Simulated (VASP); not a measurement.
Input of a VASP 6.6.1 run:

Contents of INCAR:

```
PREC = Accurate
ENCUT = 600
EDIFF = 1E-7
ISMEAR = -1
SIGMA = 0.15
LREAL = False
LASPH = True
NELM = 60
ALGO = Normal
ISIF = 3
LWAVE = False
LCHARG = False
GGA = PS
IBRION = 2
NSW = 80
EDIFFG = -0.001
```

KPOINTS

```
regular mesh
0
Gamma
  20 20 20
```

POSCAR

```
Cu
1.0
    0.0000000000      1.7816860089      1.7816860089
    1.7816860089      0.0000000000      1.7816860089
    1.7816860089      1.7816860089      0.0000000000
Cu
1
Direct
    0.0000000000      0.0000000000      0.0000000000
```

Potentials or basis: VASP PAW PBE potentials, release 64 (Cu).

Command:

```bash
$ cat potpaw_PBE.64/Cu/POTCAR > POTCAR
$ mpirun -np 1 vasp_std > vasp.out
```

**Question.** Predict the relaxed cell.

**Answer.** a = 2.524 Å, b = 2.524 Å, c = 2.524 Å, α = 60.00°, β = 60.00°, γ = 60.00°.

**Question.** Predict the space group after relaxing (to 0.05 Å).

**Answer.** Fm-3m (No. 225).

**Question.** Predict the relaxed volume.

**Answer.** 11.37 Å³/atom.

The path:
| step | energy change (eV) | largest force (eV/Å) | pressure (GPa) | volume (Å³) |
| --- | --- | --- | --- | --- |
| 1 | 0.0000 | 0.0000 | 0.88 | 11.31 |
| 2 | -0.0001 | 0.0000 | -0.61 | 11.41 |
| 3 | -0.0002 | 0.0000 | 0.02 | 11.37 |
| 4 | -0.0002 | 0.0000 | 0.00 | 11.37 |

Caveat: the PAW data sets were made with another functional, which shifts forces and pressure a little. Zero-point motion and thermal expansion aren't in these numbers.
